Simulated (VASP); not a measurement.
# Cs (P-1) in VASP: settings compared

The runs below take Cs through single point, with PBEsol+D4, revPBE.

Program: VASP 6.6.1. These are calculated values, not measurements. Logs are shortened: lines on timing, memory, paths and dates and some standing lists are left out, and cuts for length are marked.

**1. The cell of the first run**

The typed cell holds 1 atom: a = 5.487 Å, b = 5.446 Å, c = 5.389 Å, α = 108.12°, β = 108.32°, γ = 112.82°.

**2. Single point, PBEsol+D4 (the cell strained at random)**

File INCAR:

```
SYSTEM = Cs
  PREC = Accurate
  ENCUT = 500
  EDIFF = 1E-6
  ISMEAR = -5
  SIGMA = 0.05
  LREAL = .False.
  LASPH = .True.
  NELM = 120
  ALGO = Normal
  ISIF = 2
  LWAVE = .False.
  LCHARG = .False.
  GGA = PS
  IVDW = 13
  NBANDS = 10
  GGA_COMPAT = .False.
```

File KPOINTS:

```
Automatic mesh
0
Gamma
  5 5 5
  0 0 0
```

File POSCAR:

```
Cs
1.0
   -3.2319160000      3.2262480000      3.0427930000
    3.2033040000     -3.2186120000      3.0065450000
    3.1557880000      3.1424840000     -3.0351570000
Cs
1
Direct
    0.0000000000      0.0000000000      0.0000000000
```

Potentials or basis: VASP PAW PBE potentials, release 64 (Cs_sv).

Started as:

```bash
$ cat potpaw_PBE.64/Cs_sv/POTCAR > POTCAR
$ mpirun -np 1 vasp_std > vasp.out
```

OUTCAR:

```text
SYSTEM = Cs
   PREC = Accurate
   ENCUT = 500
   EDIFF = 1E-6
   ISMEAR = -5
   LREAL = .False.
   LASPH = .True.
   NELM = 120
   ISIF = 2
   GGA = PS
   IVDW = 13

 ion  position               nearest neighbor table
   1  0.000  0.000  0.000-

  LATTYP: Found a triclinic cell.
 ALAT       =     5.4874899936
 B/A-ratio  =     1.1606748373
 C/A-ratio  =     1.1024002759
 COS(alpha) =     0.0025175947
 COS(beta)  =     0.5580174169
 COS(gamma) =     0.5955897525

  Lattice vectors:

 A1 = (   3.2319160000,  -3.2262480000,  -3.0427930000)
 A2 = (   0.0761280000,  -6.3687320000,  -0.0076360000)
 A3 = (   0.0286120000,  -0.0076360000,  -6.0493380000)

Analysis of symmetry for initial positions (statically):
=====================================================================
 Subroutine PRICEL returns:
 Original cell was already a primitive cell.

 Routine SETGRP: Setting up the symmetry group for a
 triclinic supercell.

 Subroutine GETGRP returns: Found  2 space group operations
 (whereof  2 operations were pure point group operations)
 out of a pool of  2 trial point group operations.

The static configuration has the point symmetry S_2 .

Analysis of symmetry for dynamics (positions and initial velocities):
=====================================================================
 Subroutine PRICEL returns:
 Original cell was already a primitive cell.

 Routine SETGRP: Setting up the symmetry group for a
 triclinic supercell.

 Subroutine GETGRP returns: Found  2 space group operations
 (whereof  2 operations were pure point group operations)
 out of a pool of  2 trial point group operations.

The dynamic configuration has the point symmetry S_2 .

 Subroutine INISYM returns: Found  2 space group operations
 (whereof  2 operations are pure point group operations),
 and found     1 'primitive' translations

----------------------------------------------------------------------------------------

                                     Primitive cell

  volume of cell :     122.4768

  direct lattice vectors                    reciprocal lattice vectors
    -3.231916000  3.226248000  3.042793000     0.002620685  0.156850475  0.165121749
     3.203304000 -3.218612000  3.006545000     0.158022520  0.001689812  0.166052622
     3.155788000  3.142484000 -3.035157000     0.159160142  0.158918970  0.000552190

  length of vectors
     5.487489994  5.446093330  5.389469511     0.227758933  0.229232296  0.224916639

  position of ions in fractional coordinates (direct lattice)
[... 85 lines left out ...]
   ISIF   =      2    stress and relaxation
   ISYM   =      2    0-nonsym 1-usesym 2-fastsym
   POTIM  = 0.5000    time-step for ionic-motion
   TEBEG  =    0.0;   TEEND  =   0.0 temperature during run
   PSTRESS=    0.0 pullay stress
   NELECT =       9.0000    total number of electrons
   NUPDOWN=      -1.0000    fix difference up-down
   EMIN   =  10.00;   EMAX   =-10.00  energy-range for DOS
   EFERMI =   0.00;   METHOD = LEGACY
   ISMEAR =    -5;   SIGMA  =   0.05  broadening in eV -4-tet -1-fermi 0-gaus
   EFERMI_NEDOS =   21; number of points for ismear=-14 and -15
   IALGO  =     38    algorithm
   IMIX   =      4    mixing-type and parameters
     AMIX     =   0.40;   BMIX     =  1.00
     AMIX_MAG =   1.60;   BMIX_MAG =  1.00
  volume/ion in A,a.u.               =     122.48       826.51
  Fermi-wavevector in a.u.,A,eV,Ry     =   0.685706  1.295796  6.397353  0.470192
  Thomas-Fermi vector in A             =   1.765724
   LORBIT       =      0    0 simple, 1 ext, 2 COOP (PROOUT), +10 PAW based schemes
   GGA     = PS    functional components
   LHFCALC =     F    Hartree Fock is set to
   AEXX    =    0.0000 exact exchange contribution
   IVDW    =    13    specifies the selected vdW correction
   LEPSILON=     F    determine dielectric tensor
   LRPA    =     F    only Hartree local field effects (RPA)
 non-spin polarized calculation
 Fermi weights with tetrahedron method with Bloechl corrections
  energy-cutoff  :      500.00
  volume of cell :      122.48
 maximum number of plane-waves:      3134
   NGX = 21   NGY = 19   NGZ = 19

 number of electron       9.0000001 magnetization

 Free energy of the ion-electron system (eV)
  ---------------------------------------------------
  ext. energy  EPLUGINS =         0.00000000
  ---------------------------------------------------
  free energy    TOTEN  =        -0.93773402 eV

  energy without entropy =       -0.93773402  energy(sigma->0) =       -0.93773402

 E-fermi :   0.2306     XC(G=0):  -5.3155

 val. band max:        0.0091786070   @ k =   0.0000   0.4000  -0.0000
 cond. band min:       0.2432773070   @ k =   0.4000  -0.4000   0.2000
 fundamental gap:      0.2340987000
 Fermi energy:         0.2305530778

 k-point     1 :       0.0000    0.0000    0.0000
  band No.  band energies     occupation
      1     -23.6609      2.00000
      2     -10.3914      2.00000
      3     -10.3879      2.00000
      4     -10.3864      2.00000
      5      -1.3910      2.00000
      6       2.5473      0.00000
      7       2.7139      0.00000
      8       2.8134      0.00000
      9       3.3754      0.00000
     10       3.6599      0.00000
[... 287 lines left out ...]
 k-point    24 :       0.0000    0.4000    0.2000
  band No.  band energies     occupation
      1     -23.6553      2.00000
      2     -10.4874      2.00000
      3     -10.4427      2.00000
      4     -10.4024      2.00000
      5       0.6393     -0.00269
      6       1.0925      0.00000
      7       1.5984      0.00000
      8       3.1400      0.00000
      9       3.8988      0.00000
     10       3.9233      0.00000

 [... further k-points ...]

------------------------ aborting loop because EDIFF is reached ----------------------------------------

  DFT-D4 for vdW energy calculation

  Edisp (eV):   -0.03406

  FORCE on cell =-STRESS in cart. coord.  units (eV):
  Direction    XX          YY          ZZ          XY          YZ          ZX
  --------------------------------------------------------------------------------------
  -------------------------------------------------------------------------------------
  Total      -0.22477    -0.18332    -0.20847     0.03970     0.01422     0.02184
  in kB      -2.94038    -2.39816    -2.72705     0.51934     0.18599     0.28570
  external pressure =       -2.69 kB  Pullay stress =        0.00 kB

 VOLUME and BASIS-vectors are now :
 -----------------------------------------------------------------------------
  energy-cutoff  :      500.00
  volume of cell :      122.48
      direct lattice vectors                 reciprocal lattice vectors
    -3.231916000  3.226248000  3.042793000     0.002620685  0.156850475  0.165121749
     3.203304000 -3.218612000  3.006545000     0.158022520  0.001689812  0.166052622
     3.155788000  3.142484000 -3.035157000     0.159160142  0.158918970  0.000552190

 POSITION                                       TOTAL-FORCE (eV/Angst)
 -----------------------------------------------------------------------------------
      0.00000      0.00000      0.00000        -0.000000      0.000000     -0.000000
 -----------------------------------------------------------------------------------
    total drift:                               -0.000000      0.000000     -0.000000

  FREE ENERGIE OF THE ION-ELECTRON SYSTEM (eV)
  ---------------------------------------------------
  free  energy   TOTEN  =        -0.9717955345 eV

  energy  without entropy=       -0.9717955345  energy(sigma->0) =       -0.97179553
```

OSZICAR:

```text
N       E                     dE             d eps       ncg     rms          rms(c)
DAV:   1     0.527953230964E+02    0.52795E+02   -0.27640E+03  1260   0.593E+02
DAV:   2     0.453557799091E+01   -0.48260E+02   -0.47265E+02  1642   0.106E+02
DAV:   3    -0.856006528452E+00   -0.53916E+01   -0.53841E+01  1474   0.417E+01
DAV:   4    -0.936267234331E+00   -0.80261E-01   -0.80202E-01  1584   0.607E+00
DAV:   5    -0.936705106806E+00   -0.43787E-03   -0.43664E-03  1794   0.422E-01    0.128E-01
DAV:   6    -0.937055114239E+00   -0.35001E-03   -0.92828E-04  1644   0.151E-01    0.918E-02
DAV:   7    -0.937699104029E+00   -0.64399E-03   -0.31966E-03  1434   0.296E-01    0.280E-02
DAV:   8    -0.937733322458E+00   -0.34218E-04   -0.84730E-05  1436   0.550E-02    0.489E-03
DAV:   9    -0.937734020504E+00   -0.69805E-06   -0.45370E-06  1894   0.107E-02
   1 F= -.97179553E+00 E0= -.97179553E+00  d E =0.000000E+00
```

stdout:

```text
POSCAR found type information on POSCAR Cs
 POSCAR found :  1 types and       1 ions
 scaLAPACK will be used
 -----------------------------------------------------------------------------
|                                                                             |
[... 23 lines left out ...]
|     occupations, so forces and stress will be inaccurate. We suggest        |
|     using a different smearing scheme ISMEAR = 1 or 2 for metals in         |
|     relaxations.                                                            |
|                                                                             |
 -----------------------------------------------------------------------------
```

Run time: 35 s. Hardware: 1 thread of Intel Xeon Platinum 8559C (Emerald Rapids), shared host; peak memory 0.26 GiB.

What came out:

| Quantity | Value |
| --- | --- |
| Free energy | -0.9718 eV |
| Pressure | -0.3 GPa |
| Band gap on the k mesh | zero (an odd number of electrons rules out a gap without spin polarisation) |
| Dispersion energy per atom | -0.034 eV |

Caveat: the cell differs from its parent crystal (the cell strained at random); the PAW data sets were made with another functional, which shifts forces and pressure a little; spin-orbit coupling is left out, which moves the levels of the heavy elements; tetrahedron occupations give inexact forces and stress in metals.

**3. Single point, revPBE, collinear spin, zero start**

File INCAR:

```
PREC     = Accurate       # precision mode
ENCUT    = 500            # plane-wave cutoff, eV
EDIFF    = 1E-6           # SCF threshold, eV
ISMEAR   = -1             # smearing method
SIGMA    = 0.025          # smearing width, eV
LREAL    = F              # projectors in reciprocal space
LASPH    = T              # aspherical terms in the spheres
NELM     = 200            # most SCF steps
ALGO     = Normal         # electronic algorithm
ISIF     = 2              # what is computed and relaxed
LWAVE    = F              # write WAVECAR
LCHARG   = T              # write CHGCAR
ISPIN    = 2              # spin polarisation
MAGMOM   = 0              # initial moments
LORBIT   = 11             # projections on sites
GGA      = RE             # functional
LELF     = T              # ELF
LVHAR    = T            
NBANDS   = 14             # bands
GGA_COMPAT= F
```

File KPOINTS:

```
Automatic mesh
0
Gamma
  5 5 5
```

File POSCAR:

```
Cs
1.0
   -3.2022510000      3.1780120000      3.0485930000
    3.2258260000     -3.1756290000      3.0697860000
    3.1392390000      3.1126170000     -3.0462110000
Cs
1
Direct
    0.0000000000      0.0000000000      0.0000000000
```

Potentials or basis: VASP PAW PBE potentials, release 64 (Cs_sv).

Started as:

```bash
$ cat potpaw_PBE.64/Cs_sv/POTCAR > POTCAR
$ mpirun -np 1 vasp_std > vasp.out
```

Wall time 82 s (1 thread of Intel Xeon Platinum 8559C (Emerald Rapids), shared host); peak memory 0.36 GiB.

Results (log left out):

```
Free energy                                           : -0.7576 eV
Pressure                                              : 0.1 GPa
Net moment                                            : 0.00 μB per cell
Valence electrons inside the program's atomic spheres : Cs 6.56
```

Stress tensor (GPa, compression positive):
```
 0.15  0.03 -0.01
 0.03  0.08  0.00
-0.01  0.00  0.01
```

Levels at points of the mesh, in eV from the Fermi level:
Spin up:
```
           k point  band 1  band 2  band 3  band 4  band 5  band 6  band 7  band 8
(0.00, 0.00, 0.00)  -24.00  -10.76  -10.76  -10.76   -1.66    2.34    2.44    2.53
```
Spin down:
```csv
k point,band 1,band 2,band 3,band 4,band 5,band 6,band 7,band 8,band 9
"(0.00, 0.00, 0.00)",-24.00,-10.76,-10.76,-10.76,-1.66,2.34,2.44,2.53,3.13
```

Caveat: no moment was typed at the start, so none could form; the PAW data sets were made with another functional, which shifts forces and pressure a little; spin-orbit coupling is left out, which moves the levels of the heavy elements.

The gap in the log of VASP goes by the Fermi energy; the results here count the filled bands.